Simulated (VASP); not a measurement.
## GaN: relaxation of shape and atoms at fixed volume with PBEsol

GaN:

```xyz
4
Lattice="3.2141 0.0000 0.0000 -1.6070 2.7835 0.0000 0.0000 0.0000 5.2368" Properties=species:S:1:pos:R:3 pbc="T T T"
Ga    0.0000    1.8557   -0.0042
Ga    1.6070    0.9278    2.6142
N     0.0000    1.8557    1.9680
N     1.6070    0.9278    4.5864
```

```yaml
Program: VASP 6.6.1
Task: relaxation of shape and atoms at fixed volume
Functional: PBEsol
Potentials_or_basis: VASP PAW PBE potentials, release 64 (Ga_d, N)
Cutoff: 600 eV
k_mesh: 12 × 12 × 6
Occupations: gaussian, width 0.02 eV
Spin: no spin polarisation
Dipole_correction: no
Further_INCAR_settings: ALGO = Normal; EDIFF = 1e-06; IBRION = 2; EDIFFG = -0.01; NSW = 50; ISIF = 4
```

| Property | Result |
| --- | --- |
| Pressure after relaxing | -5.6 GPa |
| Largest force after relaxing | 0.006 eV/Å |
| Band gap on the k mesh | 1.70 eV |

Forces on the atoms (eV/Å):
```
Ga   0.000  0.000 -0.006
Ga   0.000  0.000 -0.006
N    0.000  0.000  0.006
N    0.000  0.000  0.006
```

Final structure:
```cif
data_structure
_symmetry_space_group_name_H-M 'P 1'
_symmetry_Int_Tables_number 1
_cell_length_a 3.2141
_cell_length_b 3.2141
_cell_length_c 5.2368
_cell_angle_alpha 90.000
_cell_angle_beta 90.000
_cell_angle_gamma 120.000
_cell_volume 46.85
loop_
_atom_site_label
_atom_site_type_symbol
_atom_site_fract_x
_atom_site_fract_y
_atom_site_fract_z
_atom_site_occupancy
Ga1 Ga 0.33333 0.66667 0.99919 1
Ga2 Ga 0.66667 0.33333 0.49919 1
N1 N 0.33333 0.66667 0.37581 1
N2 N 0.66667 0.33333 0.87581 1
```

Levels at points of the mesh, in eV from the valence-band top:
| k point | band 16 | band 17 | band 18 | band 19 | band 20 | band 21 |
| --- | --- | --- | --- | --- | --- | --- |
| (0.00, 0.00, 0.00) | -0.04 | 0.00 | 0.00 | 1.70 | 4.02 | 8.95 |
| (0.50, 0.00, 0.00) | -2.68 | -2.17 | -0.98 | 4.86 | 5.34 | 5.87 |
| (0.00, 0.00, 0.50) | -0.52 | -0.52 | -0.52 | 4.03 | 4.03 | 8.23 |
| (0.50, 0.00, 0.50) | -1.90 | -1.86 | -1.86 | 4.21 | 4.21 | 7.52 |

It took 3.4 min on 1 thread of Intel Xeon 8259CL, with other jobs on the host, peak memory 0.23 GiB.

Caveat: the relaxation stopped at its first step, so nothing moved; the PAW data sets were made with another functional, which shifts forces and pressure a little.
